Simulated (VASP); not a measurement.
# W3C in VASP: further runs

W3C is run at these levels: LDA; tasks: single point.

Everything below comes from runs of VASP 6.6.1. Logs are shortened: lines on timing, memory, paths and dates and some standing lists are left out, and cuts for length are marked.

**1. The cell of the first run**

The cell holds a slab with vacuum, 4 atoms: a = 2.809 Å, b = 2.809 Å, c = 20.114 Å, α = 90.00°, β = 90.00°, γ = 120.00°.

**2. Single point, LDA**

Contents of INCAR:

```
PREC = Accurate
ENCUT = 520
EDIFF = 1E-6
ISMEAR = 0
SIGMA = 0.1
LREAL = F
LASPH = T
NELM = 120
ALGO = Normal
ISIF = 2
LWAVE = F
LCHARG = F
LDIPOL = T
IDIPOL = 3
DIPOL = 0.5 0.5 0.366
GGA = CA
NBANDS = 31
GGA_COMPAT = F
NELMDL = -8
```

Contents of KPOINTS:

```
Automatic mesh
0
Gamma
  12 12 1
```

Contents of POSCAR:

```
W3C
1.0
    2.8090103839      0.0000000000      0.0000000000
   -1.4045051920      2.4326743520      0.0000000000
    0.0000000000      0.0000000000     20.1144288635
W C
3 1
Direct
    0.6666666667      0.3333333333      0.1988622211
    0.3333333333      0.6666666667      0.3135698338
    0.0000000000      0.0000000000      0.4282711143
    0.0000000000      0.0000000000      0.5226721541
```

Potentials or basis: VASP PAW LDA potentials, release 64 (W_sv, C).

On the command line:

```
$ cat potpaw_LDA.64/W_sv/POTCAR potpaw_LDA.64/C/POTCAR > POTCAR
$ mpirun -np 1 vasp_std > vasp.out
```

OUTCAR:

```text
PREC = Accurate
   ENCUT = 520
   EDIFF = 1E-6
   ISMEAR = 0
   LREAL = F
   LASPH = T
   NELM = 120
   ISIF = 2
   GGA = CA
   NELMDL = -8

 ion  position               nearest neighbor table
   1  0.667  0.333  0.199-   2 2.82   2 2.82   2 2.82
   2  0.333  0.667  0.314-   3 2.82   3 2.82   3 2.82   1 2.82   1 2.82   1 2.82
   3  0.000  0.000  0.428-   4 1.90   2 2.82   2 2.82   2 2.82
   4  0.000  0.000  0.523-   3 1.90

  LATTYP: Found a hexagonal cell.
 ALAT       =     2.8090103839
 C/A-ratio  =     7.1606815620

  Lattice vectors:

 A1 = (   2.8090103839,   0.0000000000,   0.0000000000)
 A2 = (  -1.4045051920,   2.4326743520,   0.0000000000)
 A3 = (   0.0000000000,   0.0000000000,  20.1144288635)

Analysis of symmetry for initial positions (statically):
=====================================================================
 Subroutine PRICEL returns:
 Original cell was already a primitive cell.

 Routine SETGRP: Setting up the symmetry group for a
 hexagonal supercell.

 Subroutine GETGRP returns: Found  6 space group operations
 (whereof  6 operations were pure point group operations)
 out of a pool of 24 trial point group operations.

The static configuration has the point symmetry C_3v.

Analysis of symmetry for dynamics (positions and initial velocities):
=====================================================================
 Subroutine PRICEL returns:
 Original cell was already a primitive cell.

 Routine SETGRP: Setting up the symmetry group for a
 hexagonal supercell.

 Subroutine GETGRP returns: Found  6 space group operations
 (whereof  6 operations were pure point group operations)
 out of a pool of 24 trial point group operations.

The dynamic configuration has the point symmetry C_3v.

 Subroutine INISYM returns: Found  6 space group operations
 (whereof  6 operations are pure point group operations),
 and found     1 'primitive' translations

----------------------------------------------------------------------------------------

                                     Primitive cell

  volume of cell :     137.4501

  direct lattice vectors                    reciprocal lattice vectors
     2.809010384  0.000000000  0.000000000     0.355997260  0.205535114  0.000000000
    -1.404505192  2.432674352  0.000000000     0.000000000  0.411070228  0.000000000
     0.000000000  0.000000000 20.114428863     0.000000000  0.000000000  0.049715555

  length of vectors
     2.809010384  2.809010384 20.114428863     0.411070228  0.411070228  0.049715555

  position of ions in fractional coordinates (direct lattice)
     0.666666667  0.333333333  0.198862221
     0.333333333  0.666666667  0.313569834
     0.000000000  0.000000000  0.428271114
     0.000000000  0.000000000  0.522672154

  ion indices of the primitive-cell ions
   primitive index   ion index
                 1           1
                 2           2
                 3           3
                 4           4

----------------------------------------------------------------------------------------

 KPOINTS: Automatic mesh

Automatic generation of k-mesh.
 Grid dimensions read from file:
 generate k-points for:   12   12    1

 Generating k-lattice:

  Cartesian coordinates                     Fractional coordinates (reciprocal lattice)
     0.029666438  0.017127926  0.000000000     0.083333333 -0.000000000  0.000000000
     0.000000000  0.034255852  0.000000000     0.000000000  0.083333333  0.000000000
     0.000000000  0.000000000  0.049715555     0.000000000  0.000000000  1.000000000

  Length of vectors
     0.034255852  0.034255852  0.049715555

  Shift w.r.t. Gamma in fractional coordinates (k-lattice)
     0.000000000  0.000000000  0.000000000

 Subroutine IBZKPT returns following result:
 ===========================================

 Found     19 irreducible k-points:

 Following reciprocal coordinates:
            Coordinates               Weight
  0.000000  0.000000  0.000000      1.000000
  0.083333  0.000000  0.000000      6.000000
  0.166667  0.000000  0.000000      6.000000
  0.250000  0.000000  0.000000      6.000000
  0.333333  0.000000  0.000000      6.000000
  0.416667  0.000000  0.000000      6.000000
[... 11 lines left out ...]
  0.333333  0.250000  0.000000     12.000000
  0.333333  0.333333  0.000000      2.000000
   k-points           NKPTS =     19   k-points in BZ     NKDIM =     19   number of bands    NBANDS=     31
   number of dos      NEDOS =    301   number of ions     NIONS =      4
   total plane-waves  NPLWV =  86400
   dimension x,y,z NGX =    24 NGY =   24 NGZ =  150
   dimension x,y,z NGXF=    48 NGYF=   48 NGZF=  300
   ions per type =               3   1
   NGX,Y,Z   is equivalent  to a cutoff of  14.20, 14.20, 12.40 a.u.
   NGXF,Y,Z  is equivalent  to a cutoff of  28.41, 28.41, 24.80 a.u.
 SYSTEM =  unknown system
   PREC   = accura    normal or accurate (medium, high low for compatibility)
   ISTART =      0    job   : 0-new  1-cont  2-samecut
   ICHARG =      2    charge: 1-file 2-atom 10-const
   ISPIN  =      1    spin polarized calculation?
   LNONCOLLINEAR =      F non collinear calculations
   LSORBIT =      F    spin-orbit coupling
   LASPH  =      T    aspherical Exc in radial PAW
   ENCUT  =  520.0 eV  38.22 Ry    6.18 a.u.   5.22  5.22 37.40*2*pi/ulx,y,z
   NELM   =    120;   NELMIN=  2; NELMDL= -8     # of ELM steps
   EDIFF  = 0.1E-05   stopping-criterion for ELM
   LREAL  =      F    real-space projection
   EDIFFG = 0.1E-04   stopping-criterion for IOM
   NSW    =      0    number of steps for IOM
   IBRION =     -1    ionic relax: 0-MD 1-quasi-New 2-CG
   NFREE  =      0    steps in history (QN), initial steepest desc. (CG)
   ISIF   =      2    stress and relaxation
   ISYM   =      2    0-nonsym 1-usesym 2-fastsym
   POTIM  = 0.5000    time-step for ionic-motion
   TEBEG  =    0.0;   TEEND  =   0.0 temperature during run
   PSTRESS=    0.0 pullay stress
   NELECT =      46.0000    total number of electrons
   NUPDOWN=      -1.0000    fix difference up-down
   EMIN   =  10.00;   EMAX   =-10.00  energy-range for DOS
   EFERMI =   0.00;   METHOD = LEGACY
   ISMEAR =     0;   SIGMA  =   0.10  broadening in eV -4-tet -1-fermi 0-gaus
   EFERMI_NEDOS =   21; number of points for ismear=-14 and -15
   IALGO  =     38    algorithm
   IMIX   =      4    mixing-type and parameters
     AMIX     =   0.40;   BMIX     =  1.00
     AMIX_MAG =   1.60;   BMIX_MAG =  1.00
  volume/ion in A,a.u.               =      34.36       231.89
  Fermi-wavevector in a.u.,A,eV,Ry     =   1.136613  2.147886 17.577203  1.291888
  Thomas-Fermi vector in A             =   2.273318
   LORBIT       =      0    0 simple, 1 ext, 2 COOP (PROOUT), +10 PAW based schemes
   GGA     = CA    functional components
   LHFCALC =     F    Hartree Fock is set to
   AEXX    =    0.0000 exact exchange contribution
   IVDW    =     0    specifies the selected vdW correction
   LEPSILON=     F    determine dielectric tensor
   LRPA    =     F    only Hartree local field effects (RPA)
 non-spin polarized calculation
 Gauss-broadening in eV      SIGMA  =   0.10
  energy-cutoff  :      520.00
  volume of cell :      137.45
 maximum number of plane-waves:      3729
 NGX is ok and might be reduce to    24
   NGX = 11   NGY = 11   NGZ = 75

 dipolmoment           0.000000      0.000000     -0.024216 electrons x Angstroem

 number of electron      46.0000005 magnetization

 dipolmoment           0.000000      0.000000      0.075190 electrons x Angstroem

 Free energy of the ion-electron system (eV)
  ---------------------------------------------------
  ext. energy  EPLUGINS =         0.00000000
  ---------------------------------------------------
  free energy    TOTEN  =       -44.48710798 eV

  energy without entropy =      -44.46012797  energy(sigma->0) =      -44.47361798

 E-fermi :   0.3659     XC(G=0):  -6.5615

 val. band max:        0.3563763641   @ k =   0.0833   0.0833   0.0000
 cond. band min:       0.4106800433   @ k =   0.1667   0.1667   0.0000
 fundamental gap:      0.0543036793
 Fermi energy:         0.3658858510

 k-point     1 :       0.0000    0.0000    0.0000
  band No.  band energies     occupation
      1     -72.9084      2.00000
      2     -72.8427      2.00000
      3     -72.6020      2.00000
      4     -37.8854      2.00000
      5     -37.4045      2.00000
      6     -36.9401      2.00000
[... 23 lines left out ...]
     30       2.9421      0.00000
     31       4.2217      0.00000

 k-point     2 :       0.0833    0.0000    0.0000
  band No.  band energies     occupation
      1     -72.9015      2.00000
      2     -72.8375      2.00000
      3     -72.5962      2.00000
      4     -37.8643      2.00000
      5     -37.4036      2.00000
      6     -36.9578      2.00000
[... 23 lines left out ...]
     30       2.8906      0.00000
     31       4.2403      0.00000

 k-point     3 :       0.1667    0.0000    0.0000
  band No.  band energies     occupation
      1     -72.8825      2.00000
      2     -72.8235      2.00000
      3     -72.5805      2.00000
      4     -37.8067      2.00000
      5     -37.4191      2.00000
      6     -37.0914      2.00000
[... 23 lines left out ...]
     30       2.8811      0.00000
     31       4.2364      0.00000

 k-point     4 :       0.2500    0.0000    0.0000
  band No.  band energies     occupation
      1     -72.8562      2.00000
      2     -72.8046      2.00000
      3     -72.5589      2.00000
      4     -37.7349      2.00000
      5     -37.5277      2.00000
      6     -37.2811      2.00000
[... 465 lines left out ...]
     30       5.2460      0.00000
     31       6.9781      0.00000

 k-point    18 :       0.3333    0.2500    0.0000
  band No.  band energies     occupation
      1     -72.7897      2.00000
      2     -72.7636      2.00000
      3     -72.5074      2.00000
      4     -37.7870      2.00000
      5     -37.6817      2.00000
      6     -37.5469      2.00000
[... 23 lines left out ...]
     30       5.0291      0.00000
     31       7.0623      0.00000

 k-point    19 :       0.3333    0.3333    0.0000
  band No.  band energies     occupation
      1     -72.7855      2.00000
      2     -72.7617      2.00000
      3     -72.5045      2.00000
      4     -37.6781      2.00000
      5     -37.6659      2.00000
      6     -37.6200      2.00000
[... 23 lines left out ...]
     30       4.7958      0.00000
     31       6.6587      0.00000

------------------------ aborting loop because EDIFF is reached ----------------------------------------

 vacuum level on the upper side and lower side of the slab       (xc-potential included)         0.797        -1.156

  FORCE on cell =-STRESS in cart. coord.  units (eV):
  Direction    XX          YY          ZZ          XY          YZ          ZX
  --------------------------------------------------------------------------------------
  -------------------------------------------------------------------------------------
  Total       -4.4336821     -4.4336821      0.3254001      0.0000000      0.0000000     -0.0000000
  in kB      -51.6809045    -51.6809045      3.7930037      0.0000000      0.0000000     -0.0000000
  external PRESSURE =     -33.1896017 kB  Pullay stress =       0.0000000 kB

 VOLUME and BASIS-vectors are now :
 -----------------------------------------------------------------------------
  energy-cutoff  :      520.00
  volume of cell :      137.45
      direct lattice vectors                 reciprocal lattice vectors
     2.809010384  0.000000000  0.000000000     0.355997260  0.205535114  0.000000000
    -1.404505192  2.432674352  0.000000000     0.000000000  0.411070228  0.000000000
     0.000000000  0.000000000 20.114428863     0.000000000  0.000000000  0.049715555

 POSITION                                       TOTAL-FORCE (eV/Angst)
 -----------------------------------------------------------------------------------
      1.40451      0.81089      4.00000        -0.000000      0.000000     -0.129218
     -0.00000      1.62178      6.30728         0.000000      0.000000      0.203879
      0.00000      0.00000      8.61443         0.000000     -0.000000     -0.198265
      0.00000      0.00000     10.51325         0.000000      0.000000      0.123604
 -----------------------------------------------------------------------------------
    total drift:                               -0.000000     -0.000000      0.000227

  FREE ENERGIE OF THE ION-ELECTRON SYSTEM (eV)
  ---------------------------------------------------
  free  energy   TOTEN  =       -44.4871079778 eV

  energy  without entropy=      -44.4601279738  energy(sigma->0) =      -44.47361798

 vacuum level on the upper side and lower side of the slab         7.509         5.488
```

Wall time 3.5 min (1 thread of Intel Xeon Platinum 8259CL at 2.50GHz (Skylake/Cascade Lake), shared host); peak memory 0.26 GiB.

Results:

- Free energy: -44.4871 eV
- Largest force: 0.204 eV/Å
- Band gap on the k mesh: zero (bands 23 and 24 overlap by 0.93 eV)

Forces in eV/Å, atoms in the order of the input:
```
W    0.000  0.000 -0.129
W    0.000  0.000  0.204
W    0.000  0.000 -0.198
C    0.000  0.000  0.124
```

Levels at points of the mesh, in eV from the Fermi level:
```tsv
k point	band 21	band 22	band 23	band 24	band 25	band 26
(0.00, 0.00, 0.00)	-0.57	-0.32	-0.32	-0.05	-0.05	0.63
(0.50, 0.00, 0.00)	-0.90	-0.56	0.74	1.12	1.59	2.92
```

Caveat: spin-orbit coupling is left out, which moves the levels of the heavy elements.

**3. Single point, LDA**

Changes to INCAR since step 2:

```diff
@@ -14,3 +14,3 @@
 IDIPOL = 3
-DIPOL = 0.5 0.5 0.366
+DIPOL = 0.5 0.5 0.356
 GGA = CA
```

Contents of KPOINTS:

```
regular mesh
0
Gamma
  12 12 1
```

Changes to POSCAR since step 2:

```diff
@@ -11,2 +11,2 @@
     0.0000000000      0.0000000000      0.4282711143
-    0.0000000000      0.0000000000      0.5226721541
+    0.3333333333      0.6666666667      0.4825650787
```

Potentials or basis: VASP PAW LDA potentials, release 64 (W_sv, C).

On the command line:

```
$ cat potpaw_LDA.64/W_sv/POTCAR potpaw_LDA.64/C/POTCAR > POTCAR
$ mpirun -np 1 vasp_std > vasp.out
```

OUTCAR:

```text
PREC = Accurate
   ENCUT = 520
   EDIFF = 1E-6
   ISMEAR = 0
   LREAL = F
   LASPH = T
   NELM = 120
   ISIF = 2
   GGA = CA
   NELMDL = -8

 ion  position               nearest neighbor table
   1  0.667  0.333  0.199-   2 2.82   2 2.82   2 2.82
   2  0.333  0.667  0.314-   3 2.82   3 2.82   3 2.82   1 2.82   1 2.82   1 2.82
   3  0.000  0.000  0.428-   4 1.96   4 1.96   4 1.96   2 2.82   2 2.82   2 2.82
   4  0.333  0.667  0.483-   3 1.96   3 1.96   3 1.96

  LATTYP: Found a hexagonal cell.
 ALAT       =     2.8090103839
[... 844 lines left out ...]
  --------------------------------------------------------------------------------------
  -------------------------------------------------------------------------------------
  Total        3.0879390      3.0879390      3.4234940     -0.0000000      0.0000000     -0.0000000
  in kB       35.9943441     35.9943441     39.9057178     -0.0000000      0.0000000     -0.0000000
  external PRESSURE =      37.2981354 kB  Pullay stress =       0.0000000 kB

 VOLUME and BASIS-vectors are now :
 -----------------------------------------------------------------------------
  energy-cutoff  :      520.00
  volume of cell :      137.45
      direct lattice vectors                 reciprocal lattice vectors
     2.809010384  0.000000000  0.000000000     0.355997260  0.205535114  0.000000000
    -1.404505192  2.432674352  0.000000000     0.000000000  0.411070228  0.000000000
     0.000000000  0.000000000 20.114428863     0.000000000  0.000000000  0.049715555

 POSITION                                       TOTAL-FORCE (eV/Angst)
 -----------------------------------------------------------------------------------
      1.40451      0.81089      4.00000         0.000000     -0.000000     -0.111193
     -0.00000      1.62178      6.30728        -0.000000      0.000000     -1.183817
      0.00000      0.00000      8.61443         0.000000      0.000000      1.093676
     -0.00000      1.62178      9.70652         0.000000      0.000000      0.201334
 -----------------------------------------------------------------------------------
    total drift:                               -0.000000     -0.000000     -0.000074

  FREE ENERGIE OF THE ION-ELECTRON SYSTEM (eV)
  ---------------------------------------------------
  free  energy   TOTEN  =       -47.4425097676 eV

  energy  without entropy=      -47.4173092931  energy(sigma->0) =      -47.42990953

 vacuum level on the upper side and lower side of the slab         6.671         5.824
```

Run time: 4 min. Hardware: 1 thread of Intel Xeon Platinum 8259CL at 2.50GHz (Skylake/Cascade Lake), shared host; peak memory 0.25 GiB.

What came out:

```yaml
Free_energy: -47.4425 eV
Largest_force: 1.184 eV/Å
Band_gap_on_the_k_mesh: zero (bands 23 and 24 overlap by 0.56 eV)
```

Forces on the atoms (eV/Å):
```
W    0.000  0.000 -0.111
W    0.000  0.000 -1.184
W    0.000  0.000  1.094
C    0.000  0.000  0.201
```

Caveat: spin-orbit coupling is left out, which moves the levels of the heavy elements.

**4. Single point, LDA**

Contents of INCAR:

```
  PREC = Accurate
  ENCUT = 520
  EDIFF = 1E-6
  ISMEAR = 0
  SIGMA = 0.1
  LREAL = False
  LASPH = True
  NELM = 120
  ALGO = Normal
  ISIF = 2
  LWAVE = False
  LCHARG = False
  LDIPOL = True
  IDIPOL = 3
  DIPOL = 0.5 0.5 0.356
  NBANDS = 31
  GGA_COMPAT = False
  NELMDL = -8
```

KPOINTS is that of step 3.

Changes to POSCAR since step 3:

```diff
@@ -11,2 +11,2 @@
     0.0000000000      0.0000000000      0.4282711143
-    0.3333333333      0.6666666667      0.4825650787
+    0.6666666667      0.3333333333      0.4831385476
```

On the command line:

```
$ cat potpaw_LDA.64/W_sv/POTCAR potpaw_LDA.64/C/POTCAR > POTCAR
$ mpirun -np 1 vasp_std > vasp.out
```

Wall time 3.9 min (1 thread of Intel Xeon Platinum 8259CL at 2.50GHz (Skylake/Cascade Lake), shared host); peak memory 0.26 GiB.

The run converged. Its results:

* Free energy: -47.5721 eV
* Largest force: 0.570 eV/Å
* Band gap on the k mesh: zero (bands 23 and 24 overlap by 1.08 eV)

Forces on the atoms (eV/Å):
```
W    0.000  0.000 -0.216
W    0.000  0.000 -0.545
W    0.000  0.000  0.570
C    0.000  0.000  0.191
```

Levels at points of the mesh, in eV from the Fermi level:
| k point | band 19 | band 20 | band 21 | band 22 | band 23 | band 24 | band 25 | band 26 | band 27 | band 28 |
| --- | --- | --- | --- | --- | --- | --- | --- | --- | --- | --- |
| (0.00, 0.00, 0.00) | -1.99 | -1.33 | -0.70 | -0.70 | -0.19 | -0.19 | 0.21 | 1.58 | 1.58 | 2.33 |
| (0.50, 0.00, 0.00) | -2.66 | -2.08 | -1.48 | -0.05 | 0.23 | 1.38 | 1.86 | 2.93 | 3.79 | 4.59 |

Caveat: spin-orbit coupling is left out, which moves the levels of the heavy elements.

**5. Overview**

| cell | gap on the mesh (eV) | largest force (eV/Å) |
| --- | --- | --- |
| as given, atomic positions A | none | 0.20 |
| as given, atomic positions B | none | 1.18 |
| as given, atomic positions C | none | 0.57 |

Alike in all rows: task single point; level LDA; potentials or basis VASP PAW LDA potentials, release 64 (W_sv, C); no spin polarisation; k mesh 12 × 12 × 1; cutoff (eV) 520; smearing gaussian 0.1 eV.

Caveats: spin-orbit coupling is left out, which moves the levels of the heavy elements.

Total energies depend on the potentials used, so only differences within one code and one set of settings carry meaning.

The gap in the log of VASP goes by the Fermi energy; the results here count the filled bands.